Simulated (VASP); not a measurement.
A run of VASP 6.6.1:

File POSCAR:

```
SiNi2
1.0
    3.2179342259      0.0000000000      0.0000000000
   -1.6089671129      2.7868127873      0.0000000000
    0.0000000000      0.0000000000      3.4745136991
Si Ni
1 2
Direct
    0.0000000000      0.0000000000      0.0000000000
    0.3333333333      0.6666666667      0.5000000000
    0.6666666667      0.3333333333      0.5000000000
```

The input INCAR.step1:

```
  PREC = Accurate
  ENCUT = 600
  ISMEAR = 0
  SIGMA = 0.1
  LREAL = F
  LASPH = T
  NELM = 80
  GGA = PE
  ALGO = Normal
  EDIFF = 1E-4
  LWAVE = T
  LCHARG = F
```

File INCAR.step2:

```
  PREC = Accurate
  ENCUT = 600
  EDIFF = 1E-6
  ISMEAR = 0
  SIGMA = 0.1
  LREAL = F
  LASPH = T
  NELM = 80
  ALGO = Normal
  ISIF = 3
  LWAVE = F
  LCHARG = F
  METAGGA = R2SCAN
  LMIXTAU = T
  IBRION = 2
  NSW = 90
  EDIFFG = -0.04
  ISTART = 1
```

The input KPOINTS:

```
Automatic mesh
0
Gamma
  6 6 6
```

Potentials or basis: VASP PAW PBE potentials, release 64 (Si, Ni).

Launch:

```sh
$ cat potpaw_PBE.64/Si/POTCAR potpaw_PBE.64/Ni/POTCAR > POTCAR
$ cp INCAR.step1 INCAR
$ mpirun -np 1 vasp_std > vasp.out
$ cp INCAR.step2 INCAR
$ mpirun -np 1 vasp_std > vasp.out
```

Hardware: 1 thread of Intel(R) Xeon(R) 6975P-C (Granite Rapids) (shared host).

**Question.** How long does it take, and how much memory?

**Answer.** It took 7.3 min on 1 thread of Intel(R) Xeon(R) 6975P-C (Granite Rapids), on a shared host, peak memory 0.18 GiB. Counts: k points 28, ion steps 13.
